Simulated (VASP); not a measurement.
Set up this calculation in VASP 6.6.1, as the native input.

- Task: single point
- Functional: PBEsol
- Potentials or basis: VASP PAW PBE potentials, release 64 (Pd)
- Cutoff: 520 eV
- k mesh: 20 × 20 × 20
- Occupations: gaussian, width 0.15 eV
- Spin: no spin polarisation
- Dipole correction: no
- Further INCAR settings: ALGO = Normal; EDIFF = 1e-06; NBANDS = 11

The structure of Pd lies in POSCAR:

```
Pd
1.0
    0.0000000000      1.7893080000      1.8671040000
    1.7893080000      0.0000000000      1.8671040000
    1.7893080000      1.7893080000      0.0000000000
Pd
1
Direct
    0.0000000000      0.0000000000      0.0000000000
```

This cell differs from its parent crystal: strain -0.080 along x and y, -0.040 along z.

The input as run:

INCAR

```
SYSTEM = Pd
PREC = Accurate
ENCUT = 520
EDIFF = 1E-6
ISMEAR = 0
SIGMA = 0.15
LREAL = .FALSE.
LASPH = .TRUE.
NELM = 80
ALGO = Normal
ISIF = 2
LWAVE = .FALSE.
LCHARG = .FALSE.
GGA = PS
NBANDS = 11
```

KPOINTS

```
Automatic mesh
0
G
  20 20 20
  0 0 0
```

Potentials or basis: VASP PAW PBE potentials, release 64 (Pd).

Run with:

```bash
$ cat potpaw_PBE.64/Pd/POTCAR > POTCAR
$ mpirun -np 1 vasp_std > vasp.out
```

It gave:

```json
{"Pressure": "67.6 GPa", "Band gap on the k mesh": "zero (bands 5 and 6 overlap by 2.47 eV)"}
```

Caveat: the cell differs from its parent crystal (strain -0.080 along x and y, -0.040 along z); the cell stands under pressure; the PAW data sets were made with another functional, which shifts forces and pressure a little.

It took 72 s on 1 thread of Intel Xeon 8259CL, with other jobs on the host, peak memory 0.2 GiB.
